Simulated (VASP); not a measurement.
Runs of VASP 6.6.1 on CdS (Greenockite). The structure is that of space group P6_3mc (No. 186), or close to it. The cells are those of the table. 

```csv
task,level,potentials or basis,cell,k mesh,cutoff (eV),smearing,gap on the mesh (eV),pressure (GPa)
single point,PBE,"VASP PAW PBE potentials, release 64 (Cd, S)","a = 4.165, b = 4.165, c = 6.766 Å, angles 90.0, 90.0, 120.0°, 4 atoms",12 × 12 × 4,520,fermi-dirac 0.02 eV,(a),1.7
single point,LDA,"VASP PAW LDA potentials, release 64 (Cd, S)","a = 4.075, b = 4.075, c = 6.635 Å, angles 90.0, 90.0, 120.0°, 4 atoms",6 × 6 × 4,520,fermi-dirac 0.02 eV,1.06,0.6
single point,r2SCAN,"VASP PAW PBE potentials, release 64 (Cd, S)","a = 4.165, b = 4.165, c = 6.766 Å, angles 90.0, 90.0, 120.0°, 4 atoms",12 × 12 × 4,520,gaussian 0.01 eV,1.63,0.3
relaxation of cell and atoms,LDA,"VASP PAW LDA potentials, release 64 (Cd, S)","relaxed from a = 4.197, b = 4.197, c = 6.828 Å, angles 90.0, 90.0, 120.0°, 4 atoms",6 × 6 × 4,600,fermi-dirac 0.02 eV,(b),0.0
single point,r2SCAN,"VASP PAW PBE potentials, release 64 (Cd, S)","a = 4.165, b = 4.165, c = 6.766 Å, angles 90.0, 90.0, 120.0°, 4 atoms",6 × 6 × 4,520,fermi-dirac 0.02 eV,1.63,0.3
```

Alike in all rows: no spin polarisation.

Problem. Fill in the values left out.

Solution. (a) 1.17; (b) 1.04.

Caveats: the PAW data sets were made with another functional, which shifts forces and pressure a little (some runs).

A k mesh can miss the band edges, and the runs leave out spin-orbit coupling on Cd.
